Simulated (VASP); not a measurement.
A run of VASP 6.6.1 is set up as follows.

The input INCAR:

```
ALGO = Normal
EDIFF = 1E-6
ENCUT = 520
GGA = RE
ISIF = 2
ISMEAR = 0
LASPH = T
LCHARG = T
LELF = T
LREAL = F
LVHAR = T
LWAVE = F
NBANDS = 35
NELM = 60
PREC = Accurate
SIGMA = 0.05
```

Contents of KPOINTS:

```
k-points
0
Gamma
  6 6 8
```

File POSCAR:

```
SnO2
1.0
    4.8003492553      0.0000000000      0.0000000000
    0.0000000000      4.8003492553      0.0000000000
    0.0000000000      0.0000000000      3.2284324403
Sn O
2 4
Direct
    0.5000000000      0.5000000000      0.5000000000
    0.0000000000      0.0000000000      0.0000000000
    0.8071000000      0.1929000000      0.5000000000
    0.6929000000      0.6929000000      0.0000000000
    0.1929000000      0.8071000000      0.5000000000
    0.3071000000      0.3071000000      0.0000000000
```

Potentials or basis: VASP PAW PBE potentials, release 64 (Sn_d, O).

Launch:

```sh
$ cat potpaw_PBE.64/Sn_d/POTCAR potpaw_PBE.64/O/POTCAR > POTCAR
$ mpirun -np 1 vasp_std > vasp.out
```

Q: What does it give for the pressure?

A: 6.3 GPa.

Q: Predict the largest force.

A: 0.159 eV/Å.

Q: Predict the band gap on the k mesh.

A: 0.89 eV, direct.

Forces on the atoms (eV/Å):
```
Sn   0.000  0.000  0.000
Sn   0.000  0.000  0.000
O   -0.112  0.112  0.000
O    0.112  0.112  0.000
O    0.112 -0.112  0.000
O   -0.112 -0.112  0.000
```

Caveat: the PAW data sets were made with another functional, which shifts forces and pressure a little; spin-orbit coupling is left out, which moves the levels of the heavy elements.
